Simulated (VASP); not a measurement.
Input of a VASP 6.6.1 run:

File INCAR:

```
SYSTEM = Cu
PREC = Accurate
ENCUT = 520
EDIFF = 1E-6
ISMEAR = 0
SIGMA = 0.1
LREAL = .FALSE.
LASPH = .TRUE.
NELM = 60
ALGO = Fast
ISIF = 2
LWAVE = .FALSE.
LCHARG = .FALSE.
GGA = PE
NBANDS = 12
```

Contents of KPOINTS:

```
regular mesh
0
G
  20 20 20
  0 0 0
```

POSCAR

```
Cu
1.0
   -1.4397463878      1.4397463878      1.3620455734
    1.4397463878     -1.4397463878      1.3620455734
    1.4397463878      1.4397463878     -1.3620455734
Cu
1
Direct
    0.0000000000      0.0000000000      0.0000000000
```

Potentials or basis: VASP PAW PBE potentials, release 64 (Cu).

The run is started by

```console
$ cat potpaw_PBE.64/Cu/POTCAR > POTCAR
$ mpirun -np 1 vasp_std > vasp.out
```

Q: Estimate the pressure.

A: 10.7 GPa.

Stress tensor (GPa, compression positive):
```
10.71  0.00  0.00
 0.00 10.71  0.00
 0.00  0.00 10.62
```
